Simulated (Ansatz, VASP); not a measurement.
# One calculation of SrTiO3, two programs

```
Sr Ti O
1.0
     3.94314    0.00000    0.00000
     0.00000    3.94314    0.00000
     0.00000    0.00000    3.89138
Sr Ti O
1 1 3
Cartesian
  0.0190 0.0000 0.0000
  2.0184 1.9716 1.9457
  -0.0766 1.9716 1.9457
  1.8878 0.0000 1.9457
  1.8878 1.9716 0.0000
```

Change from the starting cell: mode 1 frozen in at -0.083 Å, equal normal strain along x and y +0.0133.

Alike in both runs: task single point; functional PBEsol; k mesh 8 × 8 × 8; occupations gaussian, width 0.05 eV; no spin polarisation.

|  | VASP | Ansatz |
| --- | --- | --- |
| version | VASP 6.6.1 | Ansatz 0.2.0 |
| potentials or method | VASP PAW PBE potentials, release 64 (Sr_sv, Ti_sv, O), cutoff 520 eV | scalar-relativistic, plane waves, PAW |
| valence electrons in the cell | 40 | 40 |

Ansatz gave:

| Quantity | Value |
| --- | --- |
| gap on the k mesh at the Fermi level (eV) | 1.85 |
| least direct gap on the mesh (eV) | 2.38 |
| pressure (GPa) | -3.7 |
| traceless stress, the component that is largest in VASP (GPa) | -1.82 |
| rms of the force components (eV/Å) | 0.046 |

**Question.** Which values does VASP return?

**Answer.** gap on the k mesh at the Fermi level (eV): 1.82; least direct gap on the mesh (eV): 2.36; pressure (GPa): -3.0; traceless stress, the component that is largest in VASP (GPa): -1.86; rms of the force components (eV/Å): 0.056.

VASP's potentials were made for PBE, not for PBEsol, and Ansatz warns of the same on its side. Atom by atom the forces differ by 0.017 eV/Å (rms over components). The functional is the same, so the differences come from potentials, cutoffs and numerics.
